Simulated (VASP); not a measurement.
# SnSe (R3m) in VASP: single point with PBE

Aim: the single point of SnSe with PBE.

All numbers are computed with VASP 6.6.1; they aren't measurements. Logs are shortened: lines on timing, memory, paths and dates and some standing lists are left out, and cuts for length are marked.

**1. The cell of the first run**

It takes space group R3m (No. 160, trigonal). Conventional cell: a = 4.417 Å, b = 4.417 Å, c = 10.193 Å, α = 90.00°, β = 90.00°, γ = 120.00°. Sn (site symmetry 3m) has 6 Se at 2.96 to 3.18 Å within 3.9 Å. Se (site symmetry 3m) has 6 Sn at 2.96 to 3.18 Å within 3.9 Å.

**2. Single point, PBE (strained and its atoms moved)**

INCAR reads:

```
SYSTEM = SnSe
  PREC = Accurate
  ENCUT = 520
  EDIFF = 1E-6
  ISMEAR = 0
  SIGMA = 0.05
  LREAL = .False.
  LASPH = .True.
  NELM = 60
  ALGO = Normal
  ISIF = 2
  LWAVE = .False.
  LCHARG = .False.
  GGA = PE
  NBANDS = 17
```

KPOINTS reads:

```
regular mesh
0
Gamma
  10 10 10
  0 0 0
```

POSCAR reads:

```
SnSe
1.0
    0.0000000000      3.1231459000      3.1231459000
    3.1231459000      0.0000000000      3.1231459000
    3.0027459000      3.0027459000      0.1204000000
Sn Se
1 1
Direct
    0.0095905360      0.0095905360     -0.0287716081
    0.4904094640      0.4904094640      0.5287716081
```

Potentials or basis: VASP PAW PBE potentials, release 64 (Sn_d, Se).

Run with:

```bash
cat potpaw_PBE.64/Sn_d/POTCAR potpaw_PBE.64/Se/POTCAR > POTCAR
mpirun -np 1 vasp_std > vasp.out
```

OUTCAR:

```text
SYSTEM = SnSe
   PREC = Accurate
   ENCUT = 520
   EDIFF = 1E-6
   ISMEAR = 0
   LREAL = .False.
   LASPH = .True.
   NELM = 60
   ISIF = 2
   GGA = PE

 ion  position               nearest neighbor table
   1  0.010  0.010  0.971-   2 2.96   2 2.96   2 2.96   2 3.18   2 3.18   2 3.18
   2  0.490  0.490  0.529-   1 2.96   1 2.96   1 2.96   1 3.18   1 3.18   1 3.18

  LATTYP: Found a trigonal (rhomboedric) cell.
 ALAT       =     4.2482304598
 COS(alpha) =     0.4595339616

  Lattice vectors:

 A1 = (   3.0027459000,  -0.1204000000,  -3.0027459000)
 A2 = (  -0.1204000000,   3.0027459000,  -3.0027459000)
 A3 = (   3.0027459000,   3.0027459000,   0.1204000000)

Analysis of symmetry for initial positions (statically):
=====================================================================
 Subroutine PRICEL returns:
 Original cell was already a primitive cell.

 Routine SETGRP: Setting up the symmetry group for a
 trigonal (rhombohedral) supercell.

 Subroutine GETGRP returns: Found  6 space group operations
 (whereof  6 operations were pure point group operations)
 out of a pool of 12 trial point group operations.

The static configuration has the point symmetry C_3v.

Analysis of symmetry for dynamics (positions and initial velocities):
=====================================================================
 Subroutine PRICEL returns:
 Original cell was already a primitive cell.

 Routine SETGRP: Setting up the symmetry group for a
 trigonal (rhombohedral) supercell.

 Subroutine GETGRP returns: Found  6 space group operations
 (whereof  6 operations were pure point group operations)
 out of a pool of 12 trial point group operations.

The dynamic configuration has the point symmetry C_3v.

 Subroutine INISYM returns: Found  6 space group operations
 (whereof  6 operations are pure point group operations),
 and found     1 'primitive' translations

----------------------------------------------------------------------------------------

                                     Primitive cell

  volume of cell :      57.4034

  direct lattice vectors                    reciprocal lattice vectors
     0.000000000  3.123145900  3.123145900    -0.163370285  0.156819687  0.163370285
     3.123145900  0.000000000  3.123145900     0.156819687 -0.163370285  0.163370285
     3.002745900  3.002745900  0.120400000     0.169920884  0.169920884 -0.169920884

  length of vectors
     4.416795289  4.416795289  4.248230460     0.279234874  0.279234874  0.294311604

  position of ions in fractional coordinates (direct lattice)
     0.009590536  0.009590536  0.971228392
     0.490409464  0.490409464  0.528771608

  ion indices of the primitive-cell ions
   primitive index   ion index
                 1           1
                 2           2

----------------------------------------------------------------------------------------

 KPOINTS: regular mesh

Automatic generation of k-mesh.
 Grid dimensions read from file:
 generate k-points for:   10   10   10

 Generating k-lattice:

  Cartesian coordinates                     Fractional coordinates (reciprocal lattice)
    -0.016337029  0.015681969  0.016337029     0.100000000  0.000000000 -0.000000000
     0.015681969 -0.016337029  0.016337029     0.000000000  0.100000000 -0.000000000
     0.016992088  0.016992088 -0.016992088     0.000000000  0.000000000  0.100000000

  Length of vectors
     0.027923487  0.027923487  0.029431160

  Shift w.r.t. Gamma in fractional coordinates (k-lattice)
     0.000000000  0.000000000  0.000000000

 Subroutine IBZKPT returns following result:
 ===========================================

 Found    116 irreducible k-points:

 Following reciprocal coordinates:
            Coordinates               Weight
  0.000000  0.000000  0.000000      1.000000
  0.100000  0.000000 -0.000000      6.000000
  0.200000  0.000000 -0.000000      6.000000
  0.300000  0.000000 -0.000000      6.000000
  0.400000  0.000000 -0.000000      6.000000
  0.500000  0.000000 -0.000000      3.000000
[... 16 lines left out ...]
  0.300000  0.300000 -0.000000      6.000000
  0.400000  0.300000  0.000000     12.000000
 [... further k-points ...]
   k-points           NKPTS =    116   k-points in BZ     NKDIM =    116   number of bands    NBANDS=     17
   number of dos      NEDOS =    301   number of ions     NIONS =      2
   total plane-waves  NPLWV =  41472
   dimension x,y,z NGX =    36 NGY =   36 NGZ =   32
   dimension x,y,z NGXF=    72 NGYF=   72 NGZF=   64
   ions per type =               1   1
   NGX,Y,Z   is equivalent  to a cutoff of  13.55, 13.55, 12.52 a.u.
   NGXF,Y,Z  is equivalent  to a cutoff of  27.10, 27.10, 25.05 a.u.
 SYSTEM =  SnSe
   PREC   = accura    normal or accurate (medium, high low for compatibility)
   ISTART =      0    job   : 0-new  1-cont  2-samecut
   ICHARG =      2    charge: 1-file 2-atom 10-const
   ISPIN  =      1    spin polarized calculation?
   LNONCOLLINEAR =      F non collinear calculations
   LSORBIT =      F    spin-orbit coupling
   LASPH  =      T    aspherical Exc in radial PAW
   ENCUT  =  520.0 eV  38.22 Ry    6.18 a.u.   8.21  8.21  7.90*2*pi/ulx,y,z
   NELM   =     60;   NELMIN=  2; NELMDL= -5     # of ELM steps
   EDIFF  = 0.1E-05   stopping-criterion for ELM
   LREAL  =      F    real-space projection
   EDIFFG = 0.1E-04   stopping-criterion for IOM
   NSW    =      0    number of steps for IOM
   IBRION =     -1    ionic relax: 0-MD 1-quasi-New 2-CG
   NFREE  =      0    steps in history (QN), initial steepest desc. (CG)
   ISIF   =      2    stress and relaxation
   ISYM   =      2    0-nonsym 1-usesym 2-fastsym
   POTIM  = 0.5000    time-step for ionic-motion
   TEBEG  =    0.0;   TEEND  =   0.0 temperature during run
   PSTRESS=    0.0 pullay stress
   NELECT =      20.0000    total number of electrons
   NUPDOWN=      -1.0000    fix difference up-down
   EMIN   =  10.00;   EMAX   =-10.00  energy-range for DOS
   EFERMI =   0.00;   METHOD = LEGACY
   ISMEAR =     0;   SIGMA  =   0.05  broadening in eV -4-tet -1-fermi 0-gaus
   EFERMI_NEDOS =   21; number of points for ismear=-14 and -15
   IALGO  =     38    algorithm
   IMIX   =      4    mixing-type and parameters
     AMIX     =   0.40;   BMIX     =  1.00
     AMIX_MAG =   1.60;   BMIX_MAG =  1.00
  volume/ion in A,a.u.               =      28.70       193.69
  Fermi-wavevector in a.u.,A,eV,Ry     =   1.151964  2.176896 18.055217  1.327021
  Thomas-Fermi vector in A             =   2.288618
   LORBIT       =      0    0 simple, 1 ext, 2 COOP (PROOUT), +10 PAW based schemes
   GGA     = PE    functional components
   LHFCALC =     F    Hartree Fock is set to
   AEXX    =    0.0000 exact exchange contribution
   IVDW    =     0    specifies the selected vdW correction
   LEPSILON=     F    determine dielectric tensor
   LRPA    =     F    only Hartree local field effects (RPA)
 non-spin polarized calculation
 Gauss-broadening in eV      SIGMA  =   0.05
  energy-cutoff  :      520.00
  volume of cell :       57.40
 maximum number of plane-waves:      1566
 NGX is ok and might be reduce to    36
   NGX = 17   NGY = 17   NGZ = 15

 number of electron      20.0000001 magnetization

 Free energy of the ion-electron system (eV)
  ---------------------------------------------------
  ext. energy  EPLUGINS =         0.00000000
  ---------------------------------------------------
  free energy    TOTEN  =        -8.19170367 eV

  energy without entropy =       -8.19170281  energy(sigma->0) =       -8.19170324

 E-fermi :   5.1905     XC(G=0):  -9.3620

 val. band max:        5.0752299414   @ k =   0.5000   0.0000  -0.0000
 cond. band min:       5.3125364246   @ k =  -0.1000   0.0000   0.4000
 fundamental gap:      0.2373064832
 Fermi energy:         5.1904945347

 k-point     1 :       0.0000    0.0000    0.0000
  band No.  band energies     occupation
      1     -16.5764      2.00000
      2     -16.5756      2.00000
      3     -16.5756      2.00000
      4     -16.5656      2.00000
      5     -16.5656      2.00000
      6      -8.5194      2.00000
[... 9 lines left out ...]
     16      11.7626      0.00000
     17      13.2144      0.00000

 k-point     2 :       0.1000    0.0000   -0.0000
  band No.  band energies     occupation
      1     -16.5762      2.00000
      2     -16.5760      2.00000
      3     -16.5747      2.00000
      4     -16.5658      2.00000
      5     -16.5650      2.00000
      6      -8.4570      2.00000
[... 9 lines left out ...]
     16      11.8127      0.00000
     17      13.7708      0.00000

 k-point     3 :       0.2000    0.0000   -0.0000
  band No.  band energies     occupation
      1     -16.5772      2.00000
      2     -16.5764      2.00000
      3     -16.5719      2.00000
      4     -16.5664      2.00000
      5     -16.5634      2.00000
      6      -8.2823      2.00000
[... 9 lines left out ...]
     16      12.3084      0.00000
     17      15.0723      0.00000

 k-point     4 :       0.3000    0.0000   -0.0000
  band No.  band energies     occupation
      1     -16.5788      2.00000
      2     -16.5770      2.00000
      3     -16.5683      2.00000
      4     -16.5668      2.00000
      5     -16.5612      2.00000
      6      -8.0381      2.00000
[... 9 lines left out ...]
     16      13.2558      0.00000
     17      16.3188      0.00000
[... 343 lines left out ...]
      1     -16.5789      2.00000
      2     -16.5749      2.00000
      3     -16.5713      2.00000
      4     -16.5661      2.00000
      5     -16.5609      2.00000
      6      -7.9610      2.00000
[... 9 lines left out ...]
     16      14.1418      0.00000
     17      14.4645      0.00000

 k-point    23 :       0.3000    0.3000   -0.0000
  band No.  band energies     occupation
      1     -16.5839      2.00000
      2     -16.5765      2.00000
      3     -16.5675      2.00000
      4     -16.5643      2.00000
      5     -16.5597      2.00000
      6      -7.8734      2.00000
[... 9 lines left out ...]
     16      14.7723      0.00000
     17      15.0291      0.00000

 k-point    24 :       0.4000    0.3000    0.0000
  band No.  band energies     occupation
      1     -16.5864      2.00000
      2     -16.5766      2.00000
      3     -16.5671      2.00000
      4     -16.5623      2.00000
      5     -16.5585      2.00000
      6      -7.6984      2.00000
[... 9 lines left out ...]
     16      15.3893      0.00000
     17      15.9555      0.00000

 [... further k-points ...]
[... 5 lines left out ...]
  --------------------------------------------------------------------------------------
  -------------------------------------------------------------------------------------
  Total       -0.3674485     -0.3674485     -0.3674485      0.2854464     -0.2854464     -0.2854464
  in kB      -10.2557948    -10.2557948    -10.2557948      7.9670461     -7.9670461     -7.9670461
  external PRESSURE =     -10.2557948 kB  Pullay stress =       0.0000000 kB

 VOLUME and BASIS-vectors are now :
 -----------------------------------------------------------------------------
  energy-cutoff  :      520.00
  volume of cell :       57.40
      direct lattice vectors                 reciprocal lattice vectors
     0.000000000  3.123145900  3.123145900    -0.163370285  0.156819687  0.163370285
     3.123145900  0.000000000  3.123145900     0.156819687 -0.163370285  0.163370285
     3.002745900  3.002745900  0.120400000     0.169920884  0.169920884 -0.169920884

 POSITION                                       TOTAL-FORCE (eV/Angst)
 -----------------------------------------------------------------------------------
      2.94630      2.94630      0.17684         0.033907      0.033907     -0.033907
      3.11939      3.11939      3.12690        -0.033907     -0.033907      0.033907
 -----------------------------------------------------------------------------------
    total drift:                               -0.000064     -0.000064      0.000025

  FREE ENERGIE OF THE ION-ELECTRON SYSTEM (eV)
  ---------------------------------------------------
  free  energy   TOTEN  =        -8.1917036671 eV

  energy  without entropy=       -8.1917028130  energy(sigma->0) =       -8.19170324
```

Run time: 45 s. Hardware: 1 thread of Intel Xeon Platinum 8559C (Emerald Rapids), shared host; peak memory 0.27 GiB.

What came out:

```yaml
Free_energy: -8.1917 eV
Pressure: -1.0 GPa
Largest_force: 0.059 eV/Å
Band_gap_on_the_k_mesh: 0.24 eV, indirect (least direct gap 0.47 eV)
```

Forces in eV/Å, atoms in the order of the input:
```
Sn   0.034  0.034 -0.034
Se  -0.034 -0.034  0.034
```

Caveat: the cell differs from its parent crystal (strained and its atoms moved); spin-orbit coupling is left out, which moves the levels of the heavy elements. A k mesh can miss the band edges.
